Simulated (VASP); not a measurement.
# Ge (C2/m) in VASP: single point with PBE

Aim: the single point of Ge with PBE.

All numbers are computed with VASP 6.6.1; they aren't measurements. Logs are shortened: lines on timing, memory, paths and dates and some standing lists are left out, and cuts for length are marked.

### 1 The cell of the first run

Symmetry: C2/m, No. 12, monoclinic system. The conventional cell has a = 6.860 Å, b = 4.073 Å, c = 4.073 Å, α = 90.00°, β = 122.91°, γ = 90.00°. Ge (site symmetry m) has 4 Ge at 2.46 to 2.53 Å within 3.3 Å.

### 2 Single point, PBE (shear of c along a, cell held: +6.0 %, then relaxed in part)

Input file INCAR:

```
SYSTEM = Ge
ALGO     = Fast           ! electronic algorithm
EDIFF    = 1E-7           ! SCF threshold, eV
ENCUT    = 520            ! plane-wave cutoff, eV
GGA      = PE             ! functional
ISIF     = 2              ! what is computed and relaxed
ISMEAR   = 0              ! smearing method
KPAR     = 4            
LASPH    = .True.         ! aspherical terms in the spheres
LCHARG   = .True.         ! write CHGCAR
LREAL    = .False.        ! projectors in reciprocal space
LVHAR    = .True.       
LWAVE    = .False.        ! write WAVECAR
NBANDS   = 36             ! bands
NELM     = 100            ! most SCF steps
PREC     = Accurate       ! precision mode
SIGMA    = 0.1            ! smearing width, eV
```

Input file KPOINTS:

```
k-points
0
Gamma
  14 14 10
  0 0 0
```

Input file POSCAR:

```
Ge
1.0
    2.8798158580      2.8798158580      0.0000000000
   -2.8798158580      2.8798158580      0.0000000000
    0.2443604786      0.2443604786      5.7596317160
Ge
4
Direct
    0.5055517128      0.5000000000      0.4995617580
    0.4944482872      0.0000000000      0.2504382420
    0.0055517128      0.0000000000     -0.0004382420
   -0.0055517128      0.5000000000      0.7504382420
```

Potentials or basis: VASP PAW PBE potentials, release 64 (Ge_d).

The run is started by

```console
cat potpaw_PBE.64/Ge_d/POTCAR > POTCAR
mpirun -np 4 vasp_std > vasp.out
```

OUTCAR:

```text
SYSTEM = Ge
   EDIFF = 1E-7
   ENCUT = 520
   GGA = PE
   ISIF = 2
   ISMEAR = 0
   LASPH = .True.
   LREAL = .False.
   NELM = 100
   PREC = Accurate

 ion  position               nearest neighbor table
   1  0.506  0.500  0.500-   4 2.46   2 2.49   2 2.49   4 2.53
   2  0.494  0.000  0.250-   3 2.46   1 2.49   1 2.49   3 2.53
   3  0.006  0.000  1.000-   2 2.46   4 2.49   4 2.49   2 2.53
   4  0.994  0.500  0.750-   1 2.46   3 2.49   3 2.49   1 2.53

  LATTYP: Found a simple monoclinic cell.
 ALAT       =     4.0726746435
 B/A-ratio  =     1.0000000000
 C/A-ratio  =     1.4167568599
 COS(beta)  =    -0.0598922907

  Lattice vectors:

 A1 = (   2.8798158580,   2.8798158580,   0.0000000000)
 A2 = (   2.8798158580,  -2.8798158580,   0.0000000000)
 A3 = (  -0.2443604786,  -0.2443604786,  -5.7596317160)

Analysis of symmetry for initial positions (statically):
=====================================================================
 Subroutine PRICEL returns following result:

  LATTYP: Found a base centered monoclinic cell.
 ALAT       =     6.8603649770
 B/A-ratio  =     0.5936527659
 C/A-ratio  =     0.5936527659
 COS(beta)  =    -0.5432796583

  Lattice vectors:

 A1 = (  -2.7576356187,   0.1221802393,   2.8798158580)
 A2 = (   0.1221802393,  -2.7576356187,   2.8798158580)
 A3 = (   2.8798158580,   2.8798158580,   0.0000000000)

   2 primitive cells build up your supercell.

 Routine SETGRP: Setting up the symmetry group for a
 simple monoclinic supercell.

 Subroutine GETGRP returns: Found  4 space group operations
 (whereof  2 operations were pure point group operations)
 out of a pool of  4 trial point group operations.

The static configuration has the point symmetry C_1h.
 The point group associated with its full space group is C_2h.

Analysis of symmetry for dynamics (positions and initial velocities):
=====================================================================
 Subroutine PRICEL returns following result:

  LATTYP: Found a base centered monoclinic cell.
 ALAT       =     6.8603649770
 B/A-ratio  =     0.5936527659
 C/A-ratio  =     0.5936527659
 COS(beta)  =    -0.5432796583

  Lattice vectors:

 A1 = (  -2.7576356187,   0.1221802393,   2.8798158580)
[... 108 lines left out ...]
   LNONCOLLINEAR =      F non collinear calculations
   LSORBIT =      F    spin-orbit coupling
   LASPH  =      T    aspherical Exc in radial PAW
   ENCUT  =  520.0 eV  38.22 Ry    6.18 a.u.   7.57  7.57 10.73*2*pi/ulx,y,z
   NELM   =    100;   NELMIN=  2; NELMDL= -5     # of ELM steps
   EDIFF  = 0.1E-06   stopping-criterion for ELM
   LREAL  =      F    real-space projection
   EDIFFG = 0.1E-05   stopping-criterion for IOM
   NSW    =      0    number of steps for IOM
   IBRION =     -1    ionic relax: 0-MD 1-quasi-New 2-CG
   NFREE  =      0    steps in history (QN), initial steepest desc. (CG)
   ISIF   =      2    stress and relaxation
   ISYM   =      2    0-nonsym 1-usesym 2-fastsym
   POTIM  = 0.5000    time-step for ionic-motion
   TEBEG  =    0.0;   TEEND  =   0.0 temperature during run
   PSTRESS=    0.0 pullay stress
   NELECT =      56.0000    total number of electrons
   NUPDOWN=      -1.0000    fix difference up-down
   EMIN   =  10.00;   EMAX   =-10.00  energy-range for DOS
   EFERMI =   0.00;   METHOD = LEGACY
   ISMEAR =     0;   SIGMA  =   0.10  broadening in eV -4-tet -1-fermi 0-gaus
   EFERMI_NEDOS =   21; number of points for ismear=-14 and -15
   IALGO  =     68    algorithm
   IMIX   =      4    mixing-type and parameters
     AMIX     =   0.40;   BMIX     =  1.00
     AMIX_MAG =   1.60;   BMIX_MAG =  1.00
  volume/ion in A,a.u.               =      23.88       161.17
  Fermi-wavevector in a.u.,A,eV,Ry     =   1.370102  2.589117 25.540565  1.877179
  Thomas-Fermi vector in A             =   2.495918
   LORBIT       =      0    0 simple, 1 ext, 2 COOP (PROOUT), +10 PAW based schemes
   GGA     = PE    functional components
   LHFCALC =     F    Hartree Fock is set to
   AEXX    =    0.0000 exact exchange contribution
   IVDW    =     0    specifies the selected vdW correction
   LEPSILON=     F    determine dielectric tensor
   LRPA    =     F    only Hartree local field effects (RPA)
 non-spin polarized calculation
 RMM-DIIS sequential band-by-band and
 Gauss-broadening in eV      SIGMA  =   0.10
  energy-cutoff  :      520.00
  volume of cell :       95.53
 maximum number of plane-waves:      2604
   NGX = 15   NGY = 15   NGZ = 21

 number of electron      56.0000004 magnetization

 Free energy of the ion-electron system (eV)
  ---------------------------------------------------
  ext. energy  EPLUGINS =         0.00000000
  ---------------------------------------------------
  free energy    TOTEN  =       -18.01699761 eV

  energy without entropy =      -18.01620604  energy(sigma->0) =      -18.01660182

 E-fermi :   4.4828     XC(G=0):  -9.6772

 val. band max:        4.4815511615   @ k =  -0.2857   0.0000   0.3000
 cond. band min:       4.4881101159   @ k =   0.0000   0.0000   0.0000
 fundamental gap:      0.0065589544
 Fermi energy:         4.4827527050

 k-point     1 :       0.0000    0.0000    0.0000
  band No.  band energies     occupation
      1     -20.2921      2.00000
      2     -20.2920      2.00000
      3     -20.2809      2.00000
      4     -20.2632      2.00000
      5     -20.2429      2.00000
      6     -20.2300      2.00000
[... 925 lines left out ...]
     35      10.9756      0.00000
     36      10.9756      0.00000

 [... further k-points ...]

------------------------ aborting loop because EDIFF is reached ----------------------------------------

  FORCE on cell =-STRESS in cart. coord.  units (eV):
  Direction    XX          YY          ZZ          XY          YZ          ZX
  --------------------------------------------------------------------------------------
  -------------------------------------------------------------------------------------
  Total        0.0041107      0.0041107      0.1688024     -0.1108287     -1.3419383     -1.3419383
  in kB        0.0689409      0.0689409      2.8309681     -1.8586976    -22.5055170    -22.5055172
  external PRESSURE =       0.9896166 kB  Pullay stress =       0.0000000 kB

 VOLUME and BASIS-vectors are now :
 -----------------------------------------------------------------------------
  energy-cutoff  :      520.00
  volume of cell :       95.53
      direct lattice vectors                 reciprocal lattice vectors
     2.879815858  2.879815858  0.000000000     0.173622212  0.173622212 -0.014732333
    -2.879815858  2.879815858  0.000000000    -0.173622212  0.173622212  0.000000000
     0.244360479  0.244360479  5.759631716     0.000000000  0.000000000  0.173622212

 POSITION                                       TOTAL-FORCE (eV/Angst)
 -----------------------------------------------------------------------------------
      0.13806      3.01788      2.87729        -0.001670     -0.001670     -0.003878
      1.48512      1.48512      1.44243         0.001670      0.001670      0.003878
      0.26024      0.26024      5.75711        -0.001670     -0.001670     -0.003878
      1.60730      4.48711      4.32225         0.001670      0.001670      0.003878
 -----------------------------------------------------------------------------------
    total drift:                               -0.000000      0.000000     -0.000000

  FREE ENERGIE OF THE ION-ELECTRON SYSTEM (eV)
  ---------------------------------------------------
  free  energy   TOTEN  =       -18.0169976089 eV

  energy  without entropy=      -18.0162060368  energy(sigma->0) =      -18.01660182
```

OSZICAR:

```text
N       E                     dE             d eps       ncg     rms          rms(c)
DAV:   1     0.500459838674E+03    0.50046E+03   -0.28138E+04 47220   0.422E+03
DAV:   2     0.691325070620E+02   -0.43133E+03   -0.42035E+03 41472   0.819E+02
DAV:   3    -0.134280061076E+02   -0.82561E+02   -0.81410E+02 44928   0.207E+02
DAV:   4    -0.180684451548E+02   -0.46404E+01   -0.46222E+01 48776   0.568E+01
DAV:   5    -0.181630921329E+02   -0.94647E-01   -0.94621E-01 45976   0.914E+00    0.421E+00
RMM:   6    -0.180641486860E+02    0.98943E-01   -0.53885E-02 50682   0.199E+00    0.252E+00
RMM:   7    -0.180122973622E+02    0.51851E-01   -0.10955E-01 51289   0.246E+00    0.191E-01
RMM:   8    -0.180161154514E+02   -0.38181E-02   -0.16430E-02 54671   0.101E+00    0.741E-02
RMM:   9    -0.180168700354E+02   -0.75458E-03   -0.50667E-03 60837   0.530E-01    0.747E-02
RMM:  10    -0.180169862562E+02   -0.11622E-03   -0.63305E-04 57860   0.165E-01    0.328E-02
RMM:  11    -0.180169941144E+02   -0.78582E-05   -0.14134E-04 60001   0.843E-02    0.841E-03
RMM:  12    -0.180169966824E+02   -0.25681E-05   -0.19786E-05 59595   0.293E-02    0.231E-03
RMM:  13    -0.180169975266E+02   -0.84423E-06   -0.43666E-06 58408   0.131E-02    0.687E-04
RMM:  14    -0.180169976089E+02   -0.82298E-07   -0.61320E-07 39373   0.423E-03
   1 F= -.18016998E+02 E0= -.18016602E+02  d E =-.791572E-03
```

stdout:

```text
[... 17 lines left out ...]
```

Run time: 17 min. Hardware: 4 MPI ranks of Oxide Virtual Turin-like, shared host; peak memory 1.2 GiB.

Results:

```
Free energy            : -18.0170 eV
Pressure               : 0.1 GPa
Largest force          : 0.005 eV/Å
Band gap on the k mesh : zero (bands 28 and 29 overlap by 0.50 eV)
```

Forces on the atoms (eV/Å):
```
Ge  -0.002 -0.002 -0.004
Ge   0.002  0.002  0.004
Ge  -0.002 -0.002 -0.004
Ge   0.002  0.002  0.004
```

Caveat: the cell differs from its parent crystal (shear of c along a, cell held: +6.0 %, then relaxed in part); semilocal functionals underestimate gaps, and a narrow one can read as zero.
